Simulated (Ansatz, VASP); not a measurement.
# Two plane-wave programs on In2As2H

```
CELL_PARAMETERS angstrom
4.32207 0.00000 0.00000
-2.16104 3.74302 0.00000
0.00000 0.00000 21.73869
ATOMIC_POSITIONS crystal
As 0.00000 0.00000 0.18400
As 0.33333 0.66667 0.35571
In 0.33333 0.66667 0.22459
In 0.66667 0.33333 0.38819
H 0.55556 0.77778 0.53999
```

Alike in both runs: task single point; functional PBE; dispersion D3(BJ); k mesh 6 × 6 × 1; occupations gaussian, width 0.1 eV; no spin polarisation.

```csv
,VASP,Ansatz
version,VASP 6.6.1,Ansatz 0.2.0
potentials or method,"VASP PAW PBE potentials, release 64 (As, In_d, H), cutoff 520 eV","scalar-relativistic, plane waves, PAW"
valence electrons in the cell,37,57
```

|  | VASP | Ansatz | Ansatz less VASP |
| --- | --- | --- | --- |
| gap on the k mesh at the Fermi level (eV) | none | none | - |
| rms of the force components (eV/Å) | 0.130 | 0.129 | -0.0011 |

A gap of «none» marks a metal or a gap that the smearing closes. VASP's potentials hold 37 valence electrons a cell and Ansatz's 57, so a difference there can come from the potentials and not from the codes.
